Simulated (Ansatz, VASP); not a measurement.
**NiSb in VASP and in Ansatz**

```
Ni Sb
1.0
     3.94000    0.00000    0.00000
    -1.97000    3.41214    0.00000
     0.00000    0.00000    5.14000
Ni Sb
2 2
Direct
  0.00000 0.00000 0.00000
  0.00000 0.00000 0.50000
  0.33333 0.66667 0.25000
  0.66667 0.33333 0.75000
```

Alike in both runs: task single point; functional PBE; k mesh 3 × 3 × 2; occupations gaussian, width 0.1 eV; no spin polarisation.

|  | VASP | Ansatz |
| --- | --- | --- |
| version | VASP 6.6.1 | Ansatz 0.2.0 |
| potentials or method | VASP PAW PBE potentials, release 64 (Ni, Sb), cutoff 600 eV | scalar-relativistic, plane waves, PAW |
| valence electrons in the cell | 30 | 66 |

|  | VASP | Ansatz | Ansatz less VASP |
| --- | --- | --- | --- |
| gap on the k mesh at the Fermi level (eV) | none | none | - |
| pressure (GPa) | 4.8 | 4.9 | +0.18 |
| traceless stress, the component that is largest in VASP (GPa) | 2.43 | 2.37 | -0.065 |

A gap of «none» marks a metal or a gap that the smearing closes. VASP's potentials hold 30 valence electrons a cell and Ansatz's 66, so a difference there can come from the potentials and not from the codes.

The k mesh is coarse, so the values compare programs but aren't converged. Spin-orbit coupling is off throughout.
